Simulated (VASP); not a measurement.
# Al2Cu (P1) in VASP: single point with PBEsol

Aim: the single point of Al2Cu with PBEsol.

Everything below comes from runs of VASP 6.6.1. Logs are shortened: lines on timing, memory, paths and dates and some standing lists are left out, and cuts for length are marked.

**1. The cell of the first run**

The typed cell holds 12 atoms: a = 5.598 Å, b = 5.048 Å, c = 5.800 Å, α = 95.80°, β = 88.81°, γ = 90.47°.

**2. Single point, PBEsol (atoms moved at random and the cell strained at random)**

INCAR reads:

```
SYSTEM = Al2Cu
  PREC = Accurate
  ENCUT = 520
  EDIFF = 1E-6
  ISMEAR = 0
  SIGMA = 0.15
  LREAL = .FALSE.
  LASPH = .TRUE.
  NELM = 80
  ALGO = Fast
  ISIF = 2
  LWAVE = .FALSE.
  LCHARG = .FALSE.
  GGA = PS
  NBANDS = 46
  KPAR = 4
```

KPOINTS reads:

```
regular mesh
0
G
  8 8 8
  0 0 0
```

POSCAR reads:

```
Al2Cu
1.0
   -0.0271172338     -0.0556607904      5.5978249297
   -3.3713765574      3.7576717527     -0.0201850888
   -3.9033685405     -4.2896637359      0.0585379669
Al Cu
8 4
Direct
    0.2382172167      0.7140597864      0.2834481014
    0.7934740364      0.3639235046      0.2656490362
    0.2361278090      0.2648616021      0.7163475843
    0.8162078233      0.7526906290      0.7648930457
    0.2182205610      0.1744090674      0.2981758103
    0.7976038062      0.7331590905      0.2333001434
    0.2699037268      0.7359968258      0.7288711142
    0.6786420188      0.2793310996      0.7849107450
    0.0115371833      0.4690355059     -0.0760373038
    0.4938932322     -0.0646183664     -0.0239512245
   -0.0628315455      0.0361271487      0.4668813041
    0.5090041318      0.5410241065      0.5575116438
```

Potentials or basis: VASP PAW PBE potentials, release 64 (Al, Cu).

Run with:

```sh
$ cat potpaw_PBE.64/Al/POTCAR potpaw_PBE.64/Cu/POTCAR > POTCAR
$ mpirun -np 4 vasp_std > vasp.out
```

OUTCAR:

```text
SYSTEM = Al2Cu
   PREC = Accurate
   ENCUT = 520
   EDIFF = 1E-6
   ISMEAR = 0
   LREAL = .FALSE.
   LASPH = .TRUE.
   NELM = 80
   ISIF = 2
   GGA = PS

 ion  position               nearest neighbor table
   1  0.238  0.714  0.283-   5 2.32  12 2.45   6 2.49  11 2.50   7 2.58  10 2.60   9 2.66   5 2.74
                             2 3.04   6 3.14   7 3.23
   2  0.793  0.364  0.266-   6 1.89  11 2.28   9 2.41  12 2.41   5 2.59   8 2.86   1 3.04   8 3.14
                             6 3.17   4 3.33   5 3.36
   3  0.236  0.265  0.716-   9 1.95  12 2.30   7 2.38   5 2.43  11 2.44   8 2.52   7 2.69  10 2.78
                             8 3.14
   4  0.816  0.753  0.765-   9 2.11  10 2.31  12 2.31  11 2.44   8 2.52   7 2.55   6 2.73   8 2.76
                             7 3.07   6 3.08   2 3.33
   5  0.218  0.174  0.298-  11 1.99   1 2.32   3 2.43   2 2.59  10 2.60   1 2.74  12 2.80   9 3.01
                             6 3.23   2 3.36
   6  0.798  0.733  0.233-   2 1.89  11 2.10   9 2.43   1 2.49  10 2.57  12 2.70   4 2.73   4 3.08
                             1 3.14   2 3.17   5 3.23   8 3.36
   7  0.270  0.736  0.729-  12 1.88  10 2.10   9 2.32   3 2.38   4 2.55   1 2.58   3 2.69  11 2.95
                             4 3.07   1 3.23   8 3.31
   8  0.679  0.279  0.785-  12 2.19   9 2.22  10 2.37   3 2.52   4 2.52  11 2.54   4 2.76   2 2.86
                             2 3.14   3 3.14   7 3.31   6 3.36
   9  0.012  0.469  0.924-   3 1.95   4 2.11   8 2.22   7 2.32   2 2.41   6 2.43   1 2.66   5 3.01

  10  0.494  0.935  0.976-   7 2.10   4 2.31   8 2.37   6 2.57   1 2.60   5 2.60   3 2.78
  11  0.937  0.036  0.467-   5 1.99   6 2.10   2 2.28   4 2.44   3 2.44   1 2.50   8 2.54   7 2.95

  12  0.509  0.541  0.558-   7 1.88   8 2.19   3 2.30   4 2.31   2 2.41   1 2.45   6 2.70   5 2.80

  LATTYP: Found a triclinic cell.
 ALAT       =    13.4824034574
 B/A-ratio  =     0.9960185075
 C/A-ratio  =     0.9475701459
 COS(alpha) =     0.0054168901
 COS(beta)  =     0.5662509061
 COS(gamma) =     0.8242684113

  Lattice vectors:

 A1 = (  11.2052308722,   4.8773165095,  -5.6947157747)
 A2 = (   7.3289795655,   0.6433135640, -11.2340027375)
 A3 = (   7.7796198472,   8.5236666814,   5.4807489959)

Analysis of symmetry for initial positions (statically):
=====================================================================
 Subroutine PRICEL returns:
 Original cell was already a primitive cell.

 Routine SETGRP: Setting up the symmetry group for a
 triclinic supercell.

 Subroutine GETGRP returns: Found  1 space group operations
 (whereof  1 operations were pure point group operations)
 out of a pool of  2 trial point group operations.

The static configuration has the point symmetry C_1 .

Analysis of symmetry for dynamics (positions and initial velocities):
=====================================================================
 Subroutine PRICEL returns:
 Original cell was already a primitive cell.

 Routine SETGRP: Setting up the symmetry group for a
 triclinic supercell.

 Subroutine GETGRP returns: Found  1 space group operations
 (whereof  1 operations were pure point group operations)
 out of a pool of  2 trial point group operations.

The dynamic configuration has the point symmetry C_1 .

 Subroutine INISYM returns: Found  1 space group operations
 (whereof  1 operations are pure point group operations),
 and found     1 'primitive' translations

----------------------------------------------------------------------------------------

                                     Primitive cell

  volume of cell :     163.0437

  direct lattice vectors                    reciprocal lattice vectors
    -0.027117234 -0.055660790  5.597824930     0.000818058  0.001693677  0.178661617
    -3.371376557  3.757671753 -0.020185089    -0.147258249  0.134005715  0.000619103
    -3.903368540 -4.289663736  0.058537967    -0.129006311 -0.115753778 -0.001775911

  length of vectors
     5.598167326  5.048433849  5.800079967     0.178671518  0.199105265  0.173334126

  position of ions in fractional coordinates (direct lattice)
     0.238217217  0.714059786  0.283448101
     0.793474036  0.363923505  0.265649036
     0.236127809  0.264861602  0.716347584
     0.816207823  0.752690629  0.764893046
     0.218220561  0.174409067  0.298175810
     0.797603806  0.733159091  0.233300143
     0.269903727  0.735996826  0.728871114
     0.678642019  0.279331100  0.784910745
     0.011537183  0.469035506  0.923962696
     0.493893232  0.935381634  0.976048775
     0.937168454  0.036127149  0.466881304
     0.509004132  0.541024106  0.557511644

  ion indices of the primitive-cell ions
   primitive index   ion index
                 1           1
                 2           2
                 3           3
                 4           4
                 5           5
                 6           6
                 7           7
                 8           8
                 9           9
                10          10
                11          11
                12          12

----------------------------------------------------------------------------------------

 KPOINTS: regular mesh

Automatic generation of k-mesh.
 Grid dimensions read from file:
 generate k-points for:    8    8    8

 Generating k-lattice:

  Cartesian coordinates                     Fractional coordinates (reciprocal lattice)
     0.000102257  0.000211710  0.022332702     0.125000000  0.000000000  0.000000000
    -0.018407281  0.016750714  0.000077388     0.000000000  0.125000000  0.000000000
    -0.016125789 -0.014469222 -0.000221989     0.000000000 -0.000000000  0.125000000

  Length of vectors
     0.022333940  0.024888158  0.021666766

  Shift w.r.t. Gamma in fractional coordinates (k-lattice)
     0.000000000  0.000000000  0.000000000

 Subroutine IBZKPT returns following result:
 ===========================================

 Found    260 irreducible k-points:

 Following reciprocal coordinates:
            Coordinates               Weight
  0.000000  0.000000  0.000000      1.000000
  0.125000 -0.000000  0.000000      2.000000
  0.250000 -0.000000  0.000000      2.000000
  0.375000 -0.000000 -0.000000      2.000000
  0.500000 -0.000000  0.000000      1.000000
 -0.000000  0.125000  0.000000      2.000000
[... 16 lines left out ...]
  0.125000  0.375000  0.000000      2.000000
  0.250000  0.375000  0.000000      2.000000
 [... further k-points ...]
   k-points           NKPTS =    260   k-points in BZ     NKDIM =    260   number of bands    NBANDS=     46
   number of dos      NEDOS =    301   number of ions     NIONS =     12
   total plane-waves  NPLWV =  80640
   dimension x,y,z NGX =    42 NGY =   40 NGZ =   48
   dimension x,y,z NGXF=    84 NGYF=   80 NGZF=   96
   ions per type =               8   4
   NGX,Y,Z   is equivalent  to a cutoff of  12.47, 13.17, 13.76 a.u.
   NGXF,Y,Z  is equivalent  to a cutoff of  24.95, 26.34, 27.52 a.u.
 SYSTEM =  Al2Cu
   PREC   = accura    normal or accurate (medium, high low for compatibility)
   ISTART =      0    job   : 0-new  1-cont  2-samecut
   ICHARG =      2    charge: 1-file 2-atom 10-const
   ISPIN  =      1    spin polarized calculation?
   LNONCOLLINEAR =      F non collinear calculations
   LSORBIT =      F    spin-orbit coupling
   LASPH  =      T    aspherical Exc in radial PAW
   ENCUT  =  520.0 eV  38.22 Ry    6.18 a.u.  10.41  9.39 10.78*2*pi/ulx,y,z
   NELM   =     80;   NELMIN=  2; NELMDL= -5     # of ELM steps
   EDIFF  = 0.1E-05   stopping-criterion for ELM
   LREAL  =      F    real-space projection
   EDIFFG = 0.1E-04   stopping-criterion for IOM
   NSW    =      0    number of steps for IOM
   IBRION =     -1    ionic relax: 0-MD 1-quasi-New 2-CG
   NFREE  =      0    steps in history (QN), initial steepest desc. (CG)
   ISIF   =      2    stress and relaxation
   ISYM   =      2    0-nonsym 1-usesym 2-fastsym
   POTIM  = 0.5000    time-step for ionic-motion
   TEBEG  =    0.0;   TEEND  =   0.0 temperature during run
   PSTRESS=    0.0 pullay stress
   NELECT =      68.0000    total number of electrons
   NUPDOWN=      -1.0000    fix difference up-down
   EMIN   =  10.00;   EMAX   =-10.00  energy-range for DOS
   EFERMI =   0.00;   METHOD = LEGACY
   ISMEAR =     0;   SIGMA  =   0.15  broadening in eV -4-tet -1-fermi 0-gaus
   EFERMI_NEDOS =   21; number of points for ismear=-14 and -15
   IALGO  =     68    algorithm
   IMIX   =      4    mixing-type and parameters
     AMIX     =   0.40;   BMIX     =  1.00
     AMIX_MAG =   1.60;   BMIX_MAG =  1.00
  volume/ion in A,a.u.               =      13.59        91.69
  Fermi-wavevector in a.u.,A,eV,Ry     =   1.223141  2.311401 20.355316  1.496074
  Thomas-Fermi vector in A             =   2.358262
   LORBIT       =      0    0 simple, 1 ext, 2 COOP (PROOUT), +10 PAW based schemes
   GGA     = PS    functional components
   LHFCALC =     F    Hartree Fock is set to
   AEXX    =    0.0000 exact exchange contribution
   IVDW    =     0    specifies the selected vdW correction
   LEPSILON=     F    determine dielectric tensor
   LRPA    =     F    only Hartree local field effects (RPA)
 non-spin polarized calculation
 RMM-DIIS sequential band-by-band and
 Gauss-broadening in eV      SIGMA  =   0.15
  energy-cutoff  :      520.00
  volume of cell :      163.04
 maximum number of plane-waves:      4416
 NGX is ok and might be reduce to    42
   NGX = 21   NGY = 19   NGZ = 21

 number of electron      68.0000009 magnetization

 Free energy of the ion-electron system (eV)
  ---------------------------------------------------
  ext. energy  EPLUGINS =         0.00000000
  ---------------------------------------------------
  free energy    TOTEN  =       -39.57846303 eV

  energy without entropy =      -39.53710822  energy(sigma->0) =      -39.55778562

 E-fermi :   8.7499     XC(G=0): -11.1974

 val. band max:        8.7441934695   @ k =  -0.2500   0.2500   0.3750
 cond. band min:       8.7526140045   @ k =  -0.3750   0.3750   0.5000
 fundamental gap:      0.0084205350
 Fermi energy:         8.7498535067

 k-point     1 :       0.0000    0.0000    0.0000
  band No.  band energies     occupation
      1      -2.8350      2.00000
      2       0.7331      2.00000
      3       1.0266      2.00000
      4       1.8443      2.00000
      5       2.0333      2.00000
      6       2.0794      2.00000
[... 38 lines left out ...]
     45      13.3507      0.00000
     46      14.3819      0.00000

 k-point     2 :       0.1250   -0.0000    0.0000
  band No.  band energies     occupation
      1      -2.7645      2.00000
      2       0.3885      2.00000
      3       1.0431      2.00000
      4       1.8267      2.00000
      5       1.9071      2.00000
      6       2.4062      2.00000
[... 38 lines left out ...]
     45      14.0239      0.00000
     46      14.2441      0.00000

 k-point     3 :       0.2500   -0.0000    0.0000
  band No.  band energies     occupation
      1      -2.5561      2.00000
      2      -0.3029      2.00000
      3       1.1364      2.00000
      4       1.8320      2.00000
      5       2.0379      2.00000
      6       2.4750      2.00000
[... 38 lines left out ...]
     45      13.3967      0.00000
     46      14.8239      0.00000

 k-point     4 :       0.3750   -0.0000   -0.0000
  band No.  band energies     occupation
      1      -2.2278      2.00000
      2      -0.9786      2.00000
      3       1.2590      2.00000
      4       1.8368      2.00000
      5       2.2675      2.00000
      6       2.5215      2.00000
[... 920 lines left out ...]
     45      14.8602      0.00000
     46      15.1320      0.00000

 k-point    23 :       0.1250    0.3750    0.0000
  band No.  band energies     occupation
      1      -2.0339      2.00000
      2      -0.4249      2.00000
      3       0.9197      2.00000
      4       1.5994      2.00000
      5       2.0245      2.00000
      6       2.2252      2.00000
[... 38 lines left out ...]
     45      14.5222      0.00000
     46      14.7986      0.00000

 k-point    24 :       0.2500    0.3750    0.0000
  band No.  band energies     occupation
      1      -1.8281      2.00000
      2      -0.2829      2.00000
      3       0.3547      2.00000
      4       1.5357      2.00000
      5       1.7406      2.00000
      6       2.2472      2.00000
[... 38 lines left out ...]
     45      14.2137      0.00000
     46      14.6405      0.00000

 [... further k-points ...]
[... 5 lines left out ...]
  --------------------------------------------------------------------------------------
  -------------------------------------------------------------------------------------
  Total       46.9950099     38.2656215     38.8393871    -16.4518806      2.1493363      7.4085130
  in kB      461.8046802    376.0238191    381.6620275   -161.6672806     21.1208292     72.8010479
  external PRESSURE =     406.4968423 kB  Pullay stress =       0.0000000 kB

 VOLUME and BASIS-vectors are now :
 -----------------------------------------------------------------------------
  energy-cutoff  :      520.00
  volume of cell :      163.04
      direct lattice vectors                 reciprocal lattice vectors
    -0.027117234 -0.055660790  5.597824930     0.000818058  0.001693677  0.178661617
    -3.371376557  3.757671753 -0.020185089    -0.147258249  0.134005715  0.000619103
    -3.903368540 -4.289663736  0.058537967    -0.129006311 -0.115753778 -0.001775911

 POSITION                                       TOTAL-FORCE (eV/Angst)
 -----------------------------------------------------------------------------------
     -3.52023      1.45405      1.33568         2.225474     -0.544953      1.368331
     -2.28537      0.18379      4.44993         7.189584     -8.854131     -1.006956
     -3.69552     -2.09077      1.35839         4.044833     -2.686617      2.187496
     -5.54540     -0.49820      4.59857        -0.902656      2.990043     -0.887698
     -1.75781     -0.63585      1.23549         0.548771      5.543878      4.147318
     -3.40404      1.70980      4.46370        -4.845804      9.035076     -2.992921
     -5.33369     -0.37600      1.53868        -4.723125      1.597065     -5.646537
     -4.02393     -2.35514      3.83923         1.426893     -2.002377      0.513231
     -5.18818     -2.20165      0.10920        -5.101611     -3.169270     -0.836881
     -6.97679     -0.69955      2.80298        -3.415107     -0.607963      0.505355
     -1.96962     -1.91917      5.27271        -2.674266     -3.505901     -1.434392
     -4.01397     -0.38688      2.87103         6.227015      2.205151      4.083655
 -----------------------------------------------------------------------------------
    total drift:                                0.001338      0.000544      0.001972

  FREE ENERGIE OF THE ION-ELECTRON SYSTEM (eV)
  ---------------------------------------------------
  free  energy   TOTEN  =       -39.5784630314 eV

  energy  without entropy=      -39.5371082169  energy(sigma->0) =      -39.55778562
```

Run time: 18 min. Hardware: 4 MPI ranks of Oxide Virtual Turin-like, shared host; peak memory 1.3 GiB.

Results:

```yaml
Free_energy: -39.5785 eV
Pressure: 40.6 GPa
Largest_force: 11.450 eV/Å
Band_gap_on_the_k_mesh: zero (bands 34 and 35 overlap by 1.63 eV)
```

Forces on the atoms (eV/Å):
```
Al   2.225 -0.545  1.368
Al   7.190 -8.854 -1.007
Al   4.045 -2.687  2.187
Al  -0.903  2.990 -0.888
Al   0.549  5.544  4.147
Al  -4.846  9.035 -2.993
Al  -4.723  1.597 -5.647
Al   1.427 -2.002  0.513
Cu  -5.102 -3.169 -0.837
Cu  -3.415 -0.608  0.505
Cu  -2.674 -3.506 -1.434
Cu   6.227  2.205  4.084
```

Caveat: the cell differs from its parent crystal (atoms moved at random and the cell strained at random); the stress differs along the axes, from 38 to 46 GPa; the PAW data sets were made with another functional, which shifts forces and pressure a little.
